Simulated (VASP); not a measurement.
**Sn3C5: relaxation of cell and atoms with PBE**

The system is Sn3C5.

```
Sn C
1.0
    -3.29683    3.29683    3.29683
     3.29683   -3.29683    3.29683
     3.29683    3.29683   -3.29683
Sn C
3 5
Direct
  0.00000 0.50000 0.50000
  0.50000 0.50000 0.00000
  0.50000 0.00000 0.50000
  0.00000 0.00000 0.00000
  0.00000 0.00000 0.50000
  0.00000 0.50000 0.00000
  0.50000 0.00000 0.00000
  0.50000 0.50000 0.50000
```

```
Program                : VASP 6.6.1
Task                   : relaxation of cell and atoms
Functional             : PBE
Potentials or basis    : VASP PAW PBE potentials, release 64 (Sn_d, C)
Cutoff                 : 600 eV
k mesh                 : 4 × 4 × 4
Occupations            : gaussian, width 0.1 eV
Spin                   : no spin polarisation
Dipole correction      : no
Further INCAR settings : ALGO = Normal; EDIFF = 1e-07; IBRION = 2; EDIFFG = -0.04; NSW = 90; ISIF = 3
```

```
Relaxed volume                         : 12.83 Å³/atom
Relaxed cell                           : a = 5.109 Å, b = 5.109 Å, c = 5.109 Å, α = 109.47°, β = 109.47°, γ = 109.47°
Space group after relaxing (to 0.05 Å) : Im-3m (No. 229)
Energy gained by relaxing              : 363.0 meV/atom
Ionic steps                            : 3
Pressure after relaxing                : 0.1 GPa
Band gap on the k mesh                 : zero (band 31 reaches 9.93 eV, above the bottom of band 32 at 8.02 eV)
```

The path:
```tsv
step	energy change (eV)	largest force (eV/Å)	pressure (GPa)	volume (Å³)
1	0.0000	0.0000	-16.10	143.33
2	-2.7719	0.0000	-6.19	109.14
3	-2.9044	0.0000	0.10	102.66
```

Final structure:
```
Sn C
1.0
    -2.94969    2.94969    2.94969
     2.94969   -2.94969    2.94969
     2.94969    2.94969   -2.94969
Sn C
3 5
Direct
  0.00000 0.50000 0.50000
  0.50000 0.50000 0.00000
  0.50000 0.00000 0.50000
  0.00000 0.00000 0.00000
  0.00000 0.00000 0.50000
  0.00000 0.50000 0.00000
  0.50000 0.00000 0.00000
  0.50000 0.50000 0.50000
```

Levels at points of the mesh, in eV from the Fermi level:
```
           k point  band 29  band 30  band 31  band 32  band 33  band 34
(0.00, 0.00, 0.00)    -1.39    -0.86    -0.86    -0.86     1.32     1.32
(0.50, 0.00, 0.00)    -0.94    -0.63     0.23     0.40     0.55     0.75
(0.50, 0.50, 0.50)    -0.87     1.05     1.05     1.05     1.45     1.45
```

Wall time 92 s on 1 thread of Intel(R) Xeon(R) 6975P-C (Granite Rapids) (shared host), peak memory 0.35 GiB.

Caveat: the volume moved by over 15 % at a fixed basis, so the end points are rough; spin-orbit coupling is left out, which moves the levels of the heavy elements.
